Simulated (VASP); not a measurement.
# GdN in VASP: a series of runs

Runs on GdN. Level: PBE. Tasks: single point.

All numbers are computed with VASP 6.6.1; they aren't measurements. Logs are shortened: lines on timing, memory, paths and dates and some standing lists are left out, and cuts for length are marked.

## Step 1: The cell of the first run

The typed cell holds 2 atoms: a = 3.524 Å, b = 3.524 Å, c = 3.524 Å, α = 120.01°, β = 120.01°, γ = 89.99°.

The cell was generated, and may not be a known phase.

## Step 2: Single point, PBE, collinear spin, ferromagnetic start

File INCAR:

```
  PREC = Accurate
  ENCUT = 520
  EDIFF = 1E-6
  ISMEAR = 0
  SIGMA = 0.1
  LREAL = F
  LASPH = T
  NELM = 150
  ALGO = Normal
  ISIF = 2
  LWAVE = F
  LCHARG = F
  ISPIN = 2
  MAGMOM = 7.53 0
  LORBIT = 11
  LMAXMIX = 6
  GGA = PE
  NBANDS = 22
```

File KPOINTS:

```
Automatic mesh
0
Gamma
  18 18 18
```

File POSCAR:

```
GdN
1.0
   -1.7620066503      1.7620066503      2.4922567870
    1.7620066503     -1.7620066503      2.4922567870
    1.7620066503      1.7620066503     -2.4922567870
Gd N
1 1
Direct
    0.3017332556      0.3017332556      0.0000000000
    0.8017384944      0.8017384944      0.0000000000
```

Potentials or basis: VASP PAW PBE potentials, release 64 (Gd, N).

Launch:

```console
> cat potpaw_PBE.64/Gd/POTCAR potpaw_PBE.64/N/POTCAR > POTCAR
> mpirun -np 1 vasp_std > vasp.out
```

OUTCAR:

```text
PREC = Accurate
   ENCUT = 520
   EDIFF = 1E-6
   ISMEAR = 0
   LREAL = F
   LASPH = T
   NELM = 150
   ISIF = 2
   ISPIN = 2
   LORBIT = 11
   GGA = PE

 ion  position               nearest neighbor table
   1  0.302  0.302  0.000-   2 2.49   2 2.49   2 2.49   2 2.49   2 2.49   2 2.49
   2  0.802  0.802  0.000-   1 2.49   1 2.49   1 2.49   1 2.49   1 2.49   1 2.49

  LATTYP: Found a body centered tetragonal cell.
 ALAT       =     3.5240133006
 C/A-ratio  =     1.4144423272

  Lattice vectors:

 A1 = (  -1.7620066503,   1.7620066503,   2.4922567870)
 A2 = (   1.7620066503,  -1.7620066503,   2.4922567870)
 A3 = (   1.7620066503,   1.7620066503,  -2.4922567870)

Analysis of symmetry for initial positions (statically):
=====================================================================
 Subroutine PRICEL returns:
 Original cell was already a primitive cell.

 Routine SETGRP: Setting up the symmetry group for a
 body centered tetragonal supercell.

 Subroutine GETGRP returns: Found  8 space group operations
 (whereof  8 operations were pure point group operations)
 out of a pool of 16 trial point group operations.

The static configuration has the point symmetry C_4v.

Analysis of symmetry for dynamics (positions and initial velocities):
=====================================================================
 Subroutine PRICEL returns:
 Original cell was already a primitive cell.

 Routine SETGRP: Setting up the symmetry group for a
 body centered tetragonal supercell.

 Subroutine GETGRP returns: Found  8 space group operations
 (whereof  8 operations were pure point group operations)
 out of a pool of 16 trial point group operations.

The dynamic configuration has the point symmetry C_4v.

Analysis of structural, dynamic, and magnetic symmetry:
=====================================================================
 Subroutine PRICEL returns:
 Original cell was already a primitive cell.

 Routine SETGRP: Setting up the symmetry group for a
 body centered tetragonal supercell.

 Subroutine GETGRP returns: Found  8 space group operations
 (whereof  8 operations were pure point group operations)
 out of a pool of 16 trial point group operations.

The overall configuration has the point symmetry C_4v.

 Subroutine INISYM returns: Found  8 space group operations
 (whereof  8 operations are pure point group operations),
 and found     1 'primitive' translations

----------------------------------------------------------------------------------------

                                     Primitive cell

  volume of cell :      30.9505

  direct lattice vectors                    reciprocal lattice vectors
    -1.762006650  1.762006650  2.492256787     0.000000000  0.283767374  0.200621382
     1.762006650 -1.762006650  2.492256787     0.283767374  0.000000000  0.200621382
     1.762006650  1.762006650 -2.492256787     0.283767374  0.283767374  0.000000000

  length of vectors
     3.524298336  3.524298336  3.524298336     0.347523900  0.347523900  0.401307669

  position of ions in fractional coordinates (direct lattice)
     0.301733256  0.301733256  0.000000000
     0.801738494  0.801738494  0.000000000

  ion indices of the primitive-cell ions
   primitive index   ion index
                 1           1
                 2           2

----------------------------------------------------------------------------------------

 KPOINTS: Automatic mesh

Automatic generation of k-mesh.
 Grid dimensions read from file:
 generate k-points for:   18   18   18

 Generating k-lattice:

  Cartesian coordinates                     Fractional coordinates (reciprocal lattice)
     0.000000000  0.015764854  0.011145632     0.055555556  0.000000000  0.000000000
     0.015764854  0.000000000  0.011145632     0.000000000  0.055555556  0.000000000
     0.015764854  0.015764854  0.000000000     0.000000000  0.000000000  0.055555556

  Length of vectors
     0.019306883  0.019306883  0.022294870

  Shift w.r.t. Gamma in fractional coordinates (k-lattice)
     0.000000000  0.000000000  0.000000000

 Subroutine IBZKPT returns following result:
 ===========================================

 Found    480 irreducible k-points:

 Following reciprocal coordinates:
            Coordinates               Weight
  0.000000  0.000000  0.000000      1.000000
  0.055556  0.000000 -0.000000      8.000000
  0.111111  0.000000 -0.000000      8.000000
  0.166667  0.000000 -0.000000      8.000000
  0.222222  0.000000  0.000000      8.000000
  0.277778  0.000000  0.000000      8.000000
[... 16 lines left out ...]
 -0.277778  0.055556  0.000000     16.000000
 -0.222222  0.055556  0.000000     16.000000
 [... further k-points ...]
   k-points           NKPTS =    480   k-points in BZ     NKDIM =    480   number of bands    NBANDS=     22
   number of dos      NEDOS =    301   number of ions     NIONS =      2
   total plane-waves  NPLWV =  21952
   dimension x,y,z NGX =    28 NGY =   28 NGZ =   28
   dimension x,y,z NGXF=    56 NGYF=   56 NGZF=   56
   ions per type =               1   1
   NGX,Y,Z   is equivalent  to a cutoff of  13.21, 13.21, 13.21 a.u.
   NGXF,Y,Z  is equivalent  to a cutoff of  26.42, 26.42, 26.42 a.u.
 SYSTEM =  unknown system
   PREC   = accura    normal or accurate (medium, high low for compatibility)
   ISTART =      0    job   : 0-new  1-cont  2-samecut
   ICHARG =      2    charge: 1-file 2-atom 10-const
   ISPIN  =      2    spin polarized calculation?
   LNONCOLLINEAR =      F non collinear calculations
   LSORBIT =      F    spin-orbit coupling
   LASPH  =      T    aspherical Exc in radial PAW
   ENCUT  =  520.0 eV  38.22 Ry    6.18 a.u.   6.55  6.55  6.55*2*pi/ulx,y,z
   NELM   =    150;   NELMIN=  2; NELMDL= -5     # of ELM steps
   EDIFF  = 0.1E-05   stopping-criterion for ELM
   LREAL  =      F    real-space projection
   EDIFFG = 0.1E-04   stopping-criterion for IOM
   NSW    =      0    number of steps for IOM
   IBRION =     -1    ionic relax: 0-MD 1-quasi-New 2-CG
   NFREE  =      0    steps in history (QN), initial steepest desc. (CG)
   ISIF   =      2    stress and relaxation
   ISYM   =      2    0-nonsym 1-usesym 2-fastsym
   POTIM  = 0.5000    time-step for ionic-motion
   TEBEG  =    0.0;   TEEND  =   0.0 temperature during run
   PSTRESS=    0.0 pullay stress
   NELECT =      23.0000    total number of electrons
   NUPDOWN=      -1.0000    fix difference up-down
   EMIN   =  10.00;   EMAX   =-10.00  energy-range for DOS
   EFERMI =   0.00;   METHOD = LEGACY
   ISMEAR =     0;   SIGMA  =   0.10  broadening in eV -4-tet -1-fermi 0-gaus
   EFERMI_NEDOS =   21; number of points for ismear=-14 and -15
   IALGO  =     38    algorithm
   IMIX   =      4    mixing-type and parameters
     AMIX     =   0.40;   BMIX     =  1.00
     AMIX_MAG =   1.60;   BMIX_MAG =  1.00
  volume/ion in A,a.u.               =      15.48       104.43
  Fermi-wavevector in a.u.,A,eV,Ry     =   1.482842  2.802165 29.916760  2.198820
  Thomas-Fermi vector in A             =   2.596578
   LORBIT       =     11    0 simple, 1 ext, 2 COOP (PROOUT), +10 PAW based schemes
   GGA     = PE    functional components
   LHFCALC =     F    Hartree Fock is set to
   AEXX    =    0.0000 exact exchange contribution
   IVDW    =     0    specifies the selected vdW correction
   LEPSILON=     F    determine dielectric tensor
   LRPA    =     F    only Hartree local field effects (RPA)
 spin polarized calculation
 Gauss-broadening in eV      SIGMA  =   0.10
  energy-cutoff  :      520.00
  volume of cell :       30.95
 maximum number of plane-waves:       869
 NGX is ok and might be reduce to    28
   NGX = 13   NGY = 13   NGZ = 13

 number of electron      23.0000005 magnetization       6.9999647

 Free energy of the ion-electron system (eV)
  ---------------------------------------------------
  ext. energy  EPLUGINS =         0.00000000
  ---------------------------------------------------
  free energy    TOTEN  =       -23.21642525 eV

  energy without entropy =      -23.21598934  energy(sigma->0) =      -23.21620729

 E-fermi :   3.9954     XC(G=0): -11.5841

 val. band max:        3.9636299676   @ k =   0.0556   0.0556  -0.0000
 cond. band min:       4.0161708713   @ k =   0.5000   0.4444  -0.0000
 fundamental gap:      0.0525409036
 Fermi energy:         3.9953880869

 spin component 1

 k-point     1 :       0.0000    0.0000    0.0000
  band No.  band energies     occupation
      1     -39.8378      1.00000
      2     -16.8336      1.00000
      3     -16.8335      1.00000
      4     -16.8335      1.00000
      5      -9.1347      1.00000
      6       0.3121      1.00000
[... 14 lines left out ...]
     21       8.5500      0.00000
     22      14.5804      0.00000
[... 552 lines left out ...]
  band No.  band energies     occupation
      1     -39.8031      1.00000
      2     -17.2940      1.00000
      3     -16.8909      1.00000
      4     -16.8670      1.00000
      5      -8.4786      1.00000
      6       0.1839      1.00000
[... 14 lines left out ...]
     21      11.0580      0.00000
     22      16.9393      0.00000

 [... further k-points ...]

 spin component 2

 k-point     1 :       0.0000    0.0000    0.0000
  band No.  band energies     occupation
      1     -36.7400      1.00000
      2     -14.5869      1.00000
      3     -14.5867      1.00000
      4     -14.5867      1.00000
      5      -9.1271      1.00000
      6       3.0534      1.00000
[... 14 lines left out ...]
     21       9.5136      0.00000
     22      15.5321      0.00000
[... 552 lines left out ...]
  band No.  band energies     occupation
      1     -36.6950      1.00000
      2     -15.2269      1.00000
      3     -14.6552      1.00000
      4     -14.6242      1.00000
      5      -8.3511      1.00000
      6       1.5640      1.00000
[... 14 lines left out ...]
     21      11.9149      0.00000
     22      17.8975      0.00000

 [... further k-points ...]
[... 5 lines left out ...]
  --------------------------------------------------------------------------------------
  -------------------------------------------------------------------------------------
  Total        0.0245621      0.0245621      0.0182625      0.0000000      0.0000000      0.0000000
  in kB        1.2714758      1.2714758      0.9453728      0.0000000      0.0000000      0.0000000
  external PRESSURE =       1.1627748 kB  Pullay stress =       0.0000000 kB

 VOLUME and BASIS-vectors are now :
 -----------------------------------------------------------------------------
  energy-cutoff  :      520.00
  volume of cell :       30.95
      direct lattice vectors                 reciprocal lattice vectors
    -1.762006650  1.762006650  2.492256787     0.000000000  0.283767374  0.200621382
     1.762006650 -1.762006650  2.492256787     0.283767374  0.000000000  0.200621382
     1.762006650  1.762006650 -2.492256787     0.283767374  0.283767374  0.000000000

 POSITION                                       TOTAL-FORCE (eV/Angst)
 -----------------------------------------------------------------------------------
      0.00000      0.00000      1.50399         0.000000      0.000000      0.000265
      0.00000      0.00000      3.99628        -0.000000     -0.000000     -0.000265
 -----------------------------------------------------------------------------------
    total drift:                               -0.000000     -0.000000      0.000266

  FREE ENERGIE OF THE ION-ELECTRON SYSTEM (eV)
  ---------------------------------------------------
  free  energy   TOTEN  =       -23.2164252470 eV

  energy  without entropy=      -23.2159893364  energy(sigma->0) =      -23.21620729

 total charge

# of ion       s       p       d       f       tot
--------------------------------------------------
    1        2.034   5.663   0.533   6.999  15.228
    2        1.250   2.384   0.000   0.000   3.634
--------------------------------------------------
tot          3.284   8.046   0.533   6.999  18.862

 magnetization (x)

# of ion       s       p       d       f       tot
--------------------------------------------------
    1       -0.005  -0.081   0.083   6.807   6.804
    2       -0.007  -0.078   0.000   0.000  -0.085
--------------------------------------------------
tot         -0.012  -0.159   0.083   6.807   6.719
```

Wall time 61 min (1 thread of Oxide Virtual Turin-like, shared host); peak memory 0.6 GiB.

Results:

```yaml
Free_energy: -23.2164 eV
Pressure: 0.1 GPa
Band_gap_on_the_k_mesh: zero (filled and empty bands overlap)
Net_moment: 7.00 μB per cell
Site_moments: Gd +6.80; N -0.09 μB
Valence_electrons_inside_the_program's_atomic_spheres: Gd 15.23; N 3.63
```

Levels at points of the mesh, in eV from the Fermi level:
Spin up:
```
           k point  band 11  band 12  band 13  band 14  band 15  band 16  band 17  band 18  band 19  band 20
(0.00, 0.00, 0.00)    -3.28    -3.28     0.18     0.18     0.18     2.42     2.43     2.43     3.14     4.55
(0.50, 0.00, 0.00)    -3.30    -3.27    -3.27    -2.66    -2.66     5.03     5.80     5.80     6.56     9.88
(0.50, 0.50, 0.00)    -3.34    -3.34    -1.53    -0.55    -0.27    -0.27     6.43     6.47     7.52     7.52
(0.50, 0.50, 0.50)    -3.34    -3.34    -1.53    -0.55    -0.27    -0.27     6.43     6.47     7.52     7.52
```
Spin down:
```tsv
k point	band 6	band 7	band 8	band 9	band 10	band 11
(0.00, 0.00, 0.00)	-0.94	-0.94	-0.94	1.63	2.16	2.17
(0.50, 0.00, 0.00)	-4.16	-2.53	-2.53	1.76	1.86	1.86
(0.50, 0.50, 0.00)	-1.19	-0.89	-0.89	0.17	1.91	1.97
(0.50, 0.50, 0.50)	-1.19	-0.89	-0.89	0.17	1.91	1.97
```

Caveat: spin-orbit coupling is left out, which moves the levels of the heavy elements; a cell with one magnetic atom can't hold antiferromagnetic order, which such compounds often take; semilocal functionals describe open f shells poorly, which spoils levels, moments and volumes. The state reached can hang on the start; a lower one may exist.

## Step 3: Single point, PBE, collinear spin, ferromagnetic start (17.02 Å³/atom)

This run uses another cell than the first one, of 17.02 Å³/atom.

File INCAR:

```
SYSTEM = GdN
  ALGO = Normal
  EDIFF = 1E-7
  ENCUT = 520
  GGA = PE
  ISIF = 2
  ISMEAR = 0
  ISPIN = 2
  LASPH = .True.
  LCHARG = .False.
  LMAXMIX = 6
  LORBIT = 11
  LREAL = .False.
  LWAVE = .False.
  MAGMOM = 7.55 0
  NBANDS = 22
  NELM = 150
  PREC = Accurate
  SIGMA = 0.1
```

File KPOINTS:

```
k-points
0
Gamma
  18 18 18
  0 0 0
```

File POSCAR:

```
GdN
1.0
   -1.8188844284      1.8188844284      2.5727071239
    1.8188844284     -1.8188844284      2.5727071239
    1.8188844284      1.8188844284     -2.5727071239
Gd N
1 1
Direct
    0.3017358750      0.3017358750      0.0000000000
    0.8017358750      0.8017358750      0.0000000000
```

Potentials or basis: VASP PAW PBE potentials, release 64 (Gd, N).

Launch:

```console
> cat potpaw_PBE.64/Gd/POTCAR potpaw_PBE.64/N/POTCAR > POTCAR
> mpirun -np 1 vasp_std > vasp.out
```

Run time: 51 min. Hardware: 1 thread of Oxide Virtual Turin-like, shared host; peak memory 0.64 GiB.

Results (log left out):

| Property | Result |
| --- | --- |
| Free energy | -23.0995 eV |
| Pressure | -11.5 GPa |
| Band gap on the k mesh | zero (filled and empty bands overlap) |
| Net moment | 7.00 μB per cell |
| Site moments | Gd +6.80; N -0.07 μB |
| Valence electrons inside the program's atomic spheres | Gd 15.15; N 3.58 |

Levels at points of the mesh, in eV from the Fermi level:
Spin up:
| k point | band 11 | band 12 | band 13 | band 14 | band 15 | band 16 | band 17 | band 18 | band 19 | band 20 |
| --- | --- | --- | --- | --- | --- | --- | --- | --- | --- | --- |
| (0.00, 0.00, 0.00) | -3.62 | -3.62 | 0.10 | 0.10 | 0.10 | 2.37 | 2.37 | 2.37 | 2.45 | 4.26 |
| (0.50, 0.00, 0.00) | -3.63 | -3.61 | -3.61 | -2.34 | -2.34 | 4.65 | 5.33 | 5.33 | 5.98 | 8.90 |
| (0.50, 0.50, 0.00) | -3.66 | -3.66 | -1.63 | -0.37 | -0.37 | -0.29 | 5.63 | 5.91 | 6.83 | 6.83 |
| (0.50, 0.50, 0.50) | -3.66 | -3.66 | -1.63 | -0.37 | -0.37 | -0.29 | 5.63 | 5.91 | 6.83 | 6.83 |
Spin down:
```
           k point  band 5  band 6  band 7  band 8  band 9  band 10  band 11  band 12
(0.00, 0.00, 0.00)  -12.82   -0.81   -0.81   -0.81    1.39     1.82     1.82     1.82
(0.50, 0.00, 0.00)  -11.32   -3.84   -2.21   -2.21    1.49     1.58     1.58     1.77
(0.50, 0.50, 0.00)  -12.50   -1.34   -0.86   -0.86    0.38     1.62     1.67     1.70
(0.50, 0.50, 0.50)  -12.50   -1.34   -0.86   -0.86    0.38     1.62     1.67     1.70
```

Caveat: the cell stands under tension; spin-orbit coupling is left out, which moves the levels of the heavy elements; a cell with one magnetic atom can't hold antiferromagnetic order, which such compounds often take; semilocal functionals describe open f shells poorly, which spoils levels, moments and volumes. With open d or f shells a metallic result of PBE can be an artefact of self-interaction; +U or a hybrid may open a gap.

The gap in the log of VASP goes by the Fermi energy; the results here count the filled bands.